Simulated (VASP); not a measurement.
Here is a VASP 6.6.1 calculation.

Contents of INCAR:

```
SYSTEM = B2AsH2
  ALGO = Normal
  EDIFF = 1E-6
  ENCUT = 520
  GGA = PE
  ISIF = 2
  ISMEAR = 0
  LASPH = .TRUE.
  LCHARG = .FALSE.
  LREAL = .FALSE.
  LWAVE = .FALSE.
  NBANDS = 14
  NELM = 80
  PREC = Accurate
  SIGMA = 0.1
```

The input KPOINTS:

```
k-points
0
G
  6 6 4
  0 0 0
```

The input POSCAR:

```
B2AsH2
1.0
    2.9413096125      0.0000000026      0.0000000000
   -1.4706548085      2.5472488435      0.0000000000
    0.0000000000      0.0000000000      6.3292897900
B H As
2 2 1
Direct
    0.3333333333      0.6666666667      0.5000000000
    0.6666666667      0.3333333333      0.5000000000
    0.0000000000      0.0000000000      0.2661771884
    0.0000000000      0.0000000000      0.7338228116
    0.0000000000      0.0000000000      0.0000000000
```

Potentials or basis: VASP PAW PBE potentials, release 64 (B, H, As).

Command:

```sh
$ cat potpaw_PBE.64/B/POTCAR potpaw_PBE.64/H/POTCAR potpaw_PBE.64/As/POTCAR > POTCAR
$ mpirun -np 1 vasp_std > vasp.out
```

(1) Estimate the pressure.

(2) What does it give for the largest force?

Answers

(1) 0.0 GPa.

(2) 0.029 eV/Å.

Caveat: the k points lie up to 0.41 Å⁻¹ apart.
